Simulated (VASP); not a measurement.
Input of a VASP 6.6.1 run:

Contents of INCAR:

```
SYSTEM = ZnSe
PREC = Accurate
ENCUT = 600
EDIFF = 1E-7
ISMEAR = -1
SIGMA = 0.05
LREAL = .FALSE.
LASPH = .TRUE.
NELM = 100
ALGO = Normal
ISIF = 3
LWAVE = .FALSE.
LCHARG = .FALSE.
GGA = PS
IBRION = 2
NSW = 80
EDIFFG = -0.005
PSTRESS = 300.0
```

Contents of KPOINTS:

```
Automatic mesh
0
G
  8 8 8
  0 0 0
```

POSCAR

```
ZnSe
1.0
    0.0000000000      2.8338000000      2.8338000000
    2.8338000000      0.0000000000      2.8338000000
    2.8338000000      2.8338000000      0.0000000000
Se Zn
1 1
Direct
    0.7500000000      0.7500000000      0.7500000000
    0.0000000000      0.0000000000      0.0000000000
```

Potentials or basis: VASP PAW PBE potentials, release 64 (Se, Zn).

Launch:

```sh
$ cat potpaw_PBE.64/Se/POTCAR potpaw_PBE.64/Zn/POTCAR > POTCAR
$ mpirun -np 1 vasp_std > vasp.out
```

Estimate the band gap on the k mesh.

2.08 eV, indirect (least direct gap 2.36 eV).

Predict the space group after relaxing (to 0.05 Å).

F-43m (No. 216).

Final structure:
```cif
data_structure
_symmetry_space_group_name_H-M 'P 1'
_symmetry_Int_Tables_number 1
_cell_length_a 3.6609
_cell_length_b 3.6609
_cell_length_c 3.6609
_cell_angle_alpha 60.000
_cell_angle_beta 60.000
_cell_angle_gamma 60.000
_cell_volume 34.69
loop_
_atom_site_label
_atom_site_type_symbol
_atom_site_fract_x
_atom_site_fract_y
_atom_site_fract_z
_atom_site_occupancy
Se1 Se 0.75000 0.75000 0.75000 1
Zn1 Zn 0.00000 0.00000 0.00000 1
```

Caveat: the cell is relaxed towards a set pressure, so the enthalpy falls and the energy may rise. A k mesh can miss the band edges.
